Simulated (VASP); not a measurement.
# MgO (lda) (I4/mmm) in VASP: notebook

Runs on MgO (lda). Level: LDA. Tasks: single point.

All numbers are computed with VASP 6.6.1; they aren't measurements. Logs are shortened: lines on timing, memory, paths and dates and some standing lists are left out, and cuts for length are marked.

## Step 1: The cell of the first run

It takes space group I4/mmm (No. 139, tetragonal). The conventional cell has a = 2.913 Å, b = 2.913 Å, c = 4.186 Å, α = 90.00°, β = 90.00°, γ = 90.00°. Within 2.7 Å of Mg (site symmetry 4/mmm) lie 6 O at 2.06 to 2.09 Å. Within 2.7 Å of O (site symmetry 4/mmm) lie 6 Mg at 2.06 to 2.09 Å.

## Step 2: Single point, LDA (strained cell)

The input, INCAR:

```
PREC     = Accurate       # precision mode
ENCUT    = 600            # plane-wave cutoff, eV
EDIFF    = 1E-6           # SCF threshold, eV
ISMEAR   = 0              # smearing method
SIGMA    = 0.02           # smearing width, eV
LREAL    = False          # projectors in reciprocal space
LASPH    = True           # aspherical terms in the spheres
NELM     = 120            # most SCF steps
ALGO     = Normal         # electronic algorithm
ISIF     = 2              # what is computed and relaxed
LWAVE    = False          # write WAVECAR
LCHARG   = True           # write CHGCAR
GGA      = CA             # functional
LELF     = True           # ELF
LVHAR    = True         
NBANDS   = 11             # bands
GGA_COMPAT= False
```

The input, KPOINTS:

```
regular mesh
0
Gamma
  8 8 8
```

The input, POSCAR:

```
MgO
1.0
    0.0000000000      2.0595237678      2.0928090004
    2.0595237678      0.0000000000      2.0928090004
    2.0595237678      2.0595237678      0.0000000000
Mg O
1 1
Direct
    0.0000000000      0.0000000000      0.0000000000
    0.5000000000      0.5000000000      0.5000000000
```

Potentials or basis: VASP PAW LDA potentials, release 64 (Mg, O).

On the command line:

```
> cat potpaw_LDA.64/Mg/POTCAR potpaw_LDA.64/O/POTCAR > POTCAR
> mpirun -np 1 vasp_std > vasp.out
```

OUTCAR:

```text
PREC = Accurate
   ENCUT = 600
   EDIFF = 1E-6
   ISMEAR = 0
   LREAL = False
   LASPH = True
   NELM = 120
   ISIF = 2
   GGA = CA

 ion  position               nearest neighbor table
   1  0.000  0.000  0.000-   2 2.06   2 2.06   2 2.06   2 2.06   2 2.09   2 2.09
   2  0.500  0.500  0.500-   1 2.06   1 2.06   1 2.06   1 2.06   1 2.09   1 2.09

  LATTYP: Found a body centered tetragonal cell.
 ALAT       =     2.9126064445
 C/A-ratio  =     1.4370695391

  Lattice vectors:

 A1 = (  -2.0595237678,   0.0000000000,   2.0928090004)
 A2 = (   2.0595237678,   0.0000000000,   2.0928090004)
 A3 = (   0.0000000000,   2.0595237678,  -2.0928090004)

Analysis of symmetry for initial positions (statically):
=====================================================================
 Subroutine PRICEL returns:
 Original cell was already a primitive cell.

 Routine SETGRP: Setting up the symmetry group for a
 body centered tetragonal supercell.

 Subroutine GETGRP returns: Found 16 space group operations
 (whereof 16 operations were pure point group operations)
 out of a pool of 16 trial point group operations.

The static configuration has the point symmetry D_4h.

Analysis of symmetry for dynamics (positions and initial velocities):
=====================================================================
 Subroutine PRICEL returns:
 Original cell was already a primitive cell.

 Routine SETGRP: Setting up the symmetry group for a
 body centered tetragonal supercell.

 Subroutine GETGRP returns: Found 16 space group operations
 (whereof 16 operations were pure point group operations)
 out of a pool of 16 trial point group operations.

The dynamic configuration has the point symmetry D_4h.

 Subroutine INISYM returns: Found 16 space group operations
 (whereof 16 operations are pure point group operations),
 and found     1 'primitive' translations

----------------------------------------------------------------------------------------

                                     Primitive cell

  volume of cell :      17.7539

  direct lattice vectors                    reciprocal lattice vectors
     0.000000000  2.059523768  2.092809000    -0.242774571  0.242774571  0.238913346
     2.059523768  0.000000000  2.092809000     0.242774571 -0.242774571  0.238913346
     2.059523768  2.059523768  0.000000000     0.242774571  0.242774571 -0.238913346

  length of vectors
     2.936236990  2.936236990  2.912606444     0.418280494  0.418280494  0.418280494

  position of ions in fractional coordinates (direct lattice)
     0.000000000  0.000000000  0.000000000
     0.500000000  0.500000000  0.500000000

  ion indices of the primitive-cell ions
   primitive index   ion index
                 1           1
                 2           2

----------------------------------------------------------------------------------------

 KPOINTS: regular mesh

Automatic generation of k-mesh.
 Grid dimensions read from file:
 generate k-points for:    8    8    8

 Generating k-lattice:

  Cartesian coordinates                     Fractional coordinates (reciprocal lattice)
    -0.030346821  0.030346821  0.029864168     0.125000000  0.000000000  0.000000000
     0.030346821 -0.030346821  0.029864168     0.000000000  0.125000000  0.000000000
     0.030346821  0.030346821 -0.029864168     0.000000000  0.000000000  0.125000000

  Length of vectors
     0.052285062  0.052285062  0.052285062

  Shift w.r.t. Gamma in fractional coordinates (k-lattice)
     0.000000000  0.000000000  0.000000000

 Subroutine IBZKPT returns following result:
 ===========================================

 Found     59 irreducible k-points:

 Following reciprocal coordinates:
            Coordinates               Weight
  0.000000  0.000000  0.000000      1.000000
  0.125000  0.000000  0.000000      8.000000
  0.250000  0.000000  0.000000      8.000000
  0.375000  0.000000  0.000000      8.000000
  0.500000  0.000000  0.000000      4.000000
  0.125000  0.125000  0.000000      2.000000
[... 16 lines left out ...]
  0.250000  0.000000  0.125000     16.000000
  0.375000  0.000000  0.125000     16.000000
 [... further k-points ...]
   k-points           NKPTS =     59   k-points in BZ     NKDIM =     59   number of bands    NBANDS=     11
   number of dos      NEDOS =    301   number of ions     NIONS =      2
   total plane-waves  NPLWV =  13824
   dimension x,y,z NGX =    24 NGY =   24 NGZ =   24
   dimension x,y,z NGXF=    48 NGYF=   48 NGZF=   48
   ions per type =               1   1
   NGX,Y,Z   is equivalent  to a cutoff of  13.59, 13.59, 13.70 a.u.
   NGXF,Y,Z  is equivalent  to a cutoff of  27.18, 27.18, 27.40 a.u.
 SYSTEM =  unknown system
   PREC   = accura    normal or accurate (medium, high low for compatibility)
   ISTART =      0    job   : 0-new  1-cont  2-samecut
   ICHARG =      2    charge: 1-file 2-atom 10-const
   ISPIN  =      1    spin polarized calculation?
   LNONCOLLINEAR =      F non collinear calculations
   LSORBIT =      F    spin-orbit coupling
   LASPH  =      T    aspherical Exc in radial PAW
   ENCUT  =  600.0 eV  44.10 Ry    6.64 a.u.   5.86  5.86  5.82*2*pi/ulx,y,z
   NELM   =    120;   NELMIN=  2; NELMDL= -5     # of ELM steps
   EDIFF  = 0.1E-05   stopping-criterion for ELM
   LREAL  =      F    real-space projection
   EDIFFG = 0.1E-04   stopping-criterion for IOM
   NSW    =      0    number of steps for IOM
   IBRION =     -1    ionic relax: 0-MD 1-quasi-New 2-CG
   NFREE  =      0    steps in history (QN), initial steepest desc. (CG)
   ISIF   =      2    stress and relaxation
   ISYM   =      2    0-nonsym 1-usesym 2-fastsym
   POTIM  = 0.5000    time-step for ionic-motion
   TEBEG  =    0.0;   TEEND  =   0.0 temperature during run
   PSTRESS=    0.0 pullay stress
   NELECT =       8.0000    total number of electrons
   NUPDOWN=      -1.0000    fix difference up-down
   EMIN   =  10.00;   EMAX   =-10.00  energy-range for DOS
   EFERMI =   0.00;   METHOD = LEGACY
   ISMEAR =     0;   SIGMA  =   0.02  broadening in eV -4-tet -1-fermi 0-gaus
   EFERMI_NEDOS =   21; number of points for ismear=-14 and -15
   IALGO  =     38    algorithm
   IMIX   =      4    mixing-type and parameters
     AMIX     =   0.40;   BMIX     =  1.00
     AMIX_MAG =   1.60;   BMIX_MAG =  1.00
  volume/ion in A,a.u.               =       8.88        59.90
  Fermi-wavevector in a.u.,A,eV,Ry     =   1.255087  2.371770 21.432480  1.575243
  Thomas-Fermi vector in A             =   2.388860
   LORBIT       =      0    0 simple, 1 ext, 2 COOP (PROOUT), +10 PAW based schemes
   GGA     = CA    functional components
   LHFCALC =     F    Hartree Fock is set to
   AEXX    =    0.0000 exact exchange contribution
   IVDW    =     0    specifies the selected vdW correction
   LEPSILON=     F    determine dielectric tensor
   LRPA    =     F    only Hartree local field effects (RPA)
 non-spin polarized calculation
 Gauss-broadening in eV      SIGMA  =   0.02
  energy-cutoff  :      600.00
  volume of cell :       17.75
 maximum number of plane-waves:       612
   NGX = 11   NGY = 11   NGZ = 11

 number of electron       7.9999999 magnetization

 Free energy of the ion-electron system (eV)
  ---------------------------------------------------
  ext. energy  EPLUGINS =         0.00000000
  ---------------------------------------------------
  free energy    TOTEN  =       -13.44641753 eV

  energy without entropy =      -13.44641753  energy(sigma->0) =      -13.44641753

 E-fermi :   3.4194     XC(G=0): -11.8394

 val. band max:        3.2964002400   @ k =   0.0000   0.0000   0.0000
 cond. band min:       8.4443223372   @ k =   0.0000   0.0000   0.0000
 fundamental gap:      5.1479220972
 Fermi energy:         3.4194196567

 k-point     1 :       0.0000    0.0000    0.0000
  band No.  band energies     occupation
      1     -14.0013      2.00000
      2       3.2647      2.00000
      3       3.2647      2.00000
      4       3.2964      2.00000
      5       8.4443      0.00000
      6      18.9638      0.00000
      7      19.1423      0.00000
      8      19.1423      0.00000
      9      23.2433      0.00000
     10      24.6833      0.00000
     11      25.2197      0.00000

 k-point     2 :       0.1250    0.0000    0.0000
  band No.  band energies     occupation
      1     -13.8160      2.00000
      2       2.2912      2.00000
      3       3.1547      2.00000
      4       3.1659      2.00000
      5       9.3418      0.00000
      6      17.4154      0.00000
      7      19.4035      0.00000
      8      19.5384      0.00000
      9      23.8108      0.00000
     10      24.2637      0.00000
     11      25.5150      0.00000

 k-point     3 :       0.2500    0.0000    0.0000
  band No.  band energies     occupation
      1     -13.3299      2.00000
      2       0.4827      2.00000
      3       2.8898      2.00000
      4       2.9010      2.00000
      5      10.7269      0.00000
      6      15.9503      0.00000
      7      19.9326      0.00000
      8      20.1803      0.00000
      9      23.5117      0.00000
     10      23.7775      0.00000
     11      25.7725      0.00000

 k-point     4 :       0.3750    0.0000    0.0000
  band No.  band energies     occupation
      1     -12.7720      2.00000
      2      -1.0473      2.00000
      3       2.6315      2.00000
      4       2.6626      2.00000
      5      11.2977      0.00000
      6      15.9392      0.00000
      7      19.7822      0.00000
      8      20.1344      0.00000
      9      24.8348      0.00000
     10      25.0296      0.00000
     11      25.0425      0.00000
[... 239 lines left out ...]
 k-point    22 :       0.1250    0.0000    0.1250
  band No.  band energies     occupation
      1     -13.7537      2.00000
      2       2.2025      2.00000
      3       2.9994      2.00000
      4       3.0455      2.00000
      5       9.6370      0.00000
      6      16.8587      0.00000
      7      19.5957      0.00000
      8      19.6876      0.00000
      9      22.5137      0.00000
     10      25.3231      0.00000
     11      26.6298      0.00000

 k-point    23 :       0.2500    0.0000    0.1250
  band No.  band energies     occupation
      1     -13.3722      2.00000
      2       0.8987      2.00000
      3       2.7274      2.00000
      4       2.7617      2.00000
      5      10.9111      0.00000
      6      15.5125      0.00000
      7      19.8896      0.00000
      8      20.2269      0.00000
      9      21.5909      0.00000
     10      25.3261      0.00000
     11      27.7784      0.00000

 k-point    24 :       0.3750    0.0000    0.1250
  band No.  band energies     occupation
      1     -12.8402      2.00000
      2      -0.5405      2.00000
      3       2.3473      2.00000
      4       2.5030      2.00000
      5      11.8524      0.00000
      6      15.3368      0.00000
      7      18.9920      0.00000
      8      20.3376      0.00000
      9      22.8671      0.00000
     10      26.0203      0.00000
     11      27.2245      0.00000

 [... further k-points ...]
[... 5 lines left out ...]
  --------------------------------------------------------------------------------------
  -------------------------------------------------------------------------------------
  Total        0.1934649      0.1934649     -0.2378731      0.0000000      0.0000000     -0.0000000
  in kB       17.4590083     17.4590083    -21.4665755      0.0000000      0.0000000     -0.0000000
  external PRESSURE =       4.4838137 kB  Pullay stress =       0.0000000 kB

 VOLUME and BASIS-vectors are now :
 -----------------------------------------------------------------------------
  energy-cutoff  :      600.00
  volume of cell :       17.75
      direct lattice vectors                 reciprocal lattice vectors
     0.000000000  2.059523768  2.092809000    -0.242774571  0.242774571  0.238913346
     2.059523768  0.000000000  2.092809000     0.242774571 -0.242774571  0.238913346
     2.059523768  2.059523768  0.000000000     0.242774571  0.242774571 -0.238913346

 POSITION                                       TOTAL-FORCE (eV/Angst)
 -----------------------------------------------------------------------------------
      0.00000      0.00000      0.00000        -0.000000      0.000000     -0.000000
      2.05952      2.05952      2.09281         0.000000      0.000000      0.000000
 -----------------------------------------------------------------------------------
    total drift:                               -0.000000     -0.000000      0.000000

  FREE ENERGIE OF THE ION-ELECTRON SYSTEM (eV)
  ---------------------------------------------------
  free  energy   TOTEN  =       -13.4464175335 eV

  energy  without entropy=      -13.4464175335  energy(sigma->0) =      -13.44641753
```

Wall time 12 s (1 thread of Intel Xeon 8259CL, shared host); peak memory 0.14 GiB.

What came out:

- Free energy: -13.4464 eV
- Pressure: 0.4 GPa
- Band gap on the k mesh: 5.15 eV, direct

Levels at points of the mesh, in eV from the valence-band top:
| k point | band 2 | band 3 | band 4 | band 5 | band 6 | band 7 |
| --- | --- | --- | --- | --- | --- | --- |
| (0.00, 0.00, 0.00) | -0.03 | -0.03 | 0.00 | 5.15 | 15.67 | 15.85 |
| (0.50, 0.00, 0.00) | -4.95 | -0.77 | -0.73 | 8.04 | 12.95 | 16.33 |
| (0.50, 0.50, 0.00) | -4.43 | -1.42 | -1.42 | 9.03 | 10.27 | 13.27 |
| (0.50, 0.00, 0.50) | -4.37 | -1.54 | -1.44 | 8.86 | 10.23 | 13.49 |

Caveat: the cell differs from its parent crystal (strained cell).

## Step 3: Single point, LDA (strained cell)

The input, INCAR:

```
  PREC = Accurate
  ENCUT = 600
  EDIFF = 1E-6
  ISMEAR = 0
  SIGMA = 0.02
  LREAL = F
  LASPH = T
  NELM = 120
  ALGO = Normal
  ISIF = 2
  LWAVE = F
  LCHARG = F
  NBANDS = 11
  GGA_COMPAT = F
```

KPOINTS is that of step 2.

The input, POSCAR:

```
MgO
1.0
    0.0000000000      2.0595237678      2.0930819257
    2.0595237678      0.0000000000      2.0930819257
    2.0595237678      2.0595237678      0.0000000000
Mg O
1 1
Direct
    0.0000000000      0.0000000000      0.0000000000
    0.5000000000      0.5000000000      0.5000000000
```

Potentials or basis: VASP PAW LDA potentials, release 64 (Mg, O).

On the command line:

```
> cat potpaw_LDA.64/Mg/POTCAR potpaw_LDA.64/O/POTCAR > POTCAR
> mpirun -np 1 vasp_std > vasp.out
```

It took 13 s on 1 thread of Intel Xeon 8259CL, shared host; peak memory 0.14 GiB.

Results (log left out):

```
Free energy            : -13.4464 eV
Pressure               : 0.4 GPa
Band gap on the k mesh : 5.15 eV, direct
```

Stress tensor (GPa, compression positive):
```
 1.73  0.00  0.00
 0.00  1.73  0.00
 0.00  0.00 -2.19
```

Levels at points of the mesh, in eV from the valence-band top:
| k point | band 2 | band 3 | band 4 | band 5 | band 6 | band 7 |
| --- | --- | --- | --- | --- | --- | --- |
| (0.00, 0.00, 0.00) | -0.03 | -0.03 | 0.00 | 5.15 | 15.67 | 15.85 |
| (0.50, 0.00, 0.00) | -4.95 | -0.77 | -0.73 | 8.03 | 12.95 | 16.32 |
| (0.50, 0.50, 0.00) | -4.43 | -1.42 | -1.42 | 9.03 | 10.27 | 13.27 |
| (0.50, 0.00, 0.50) | -4.37 | -1.54 | -1.44 | 8.86 | 10.23 | 13.49 |

Caveat: the cell differs from its parent crystal (strained cell).

(Part 1 of 2 ends here.)
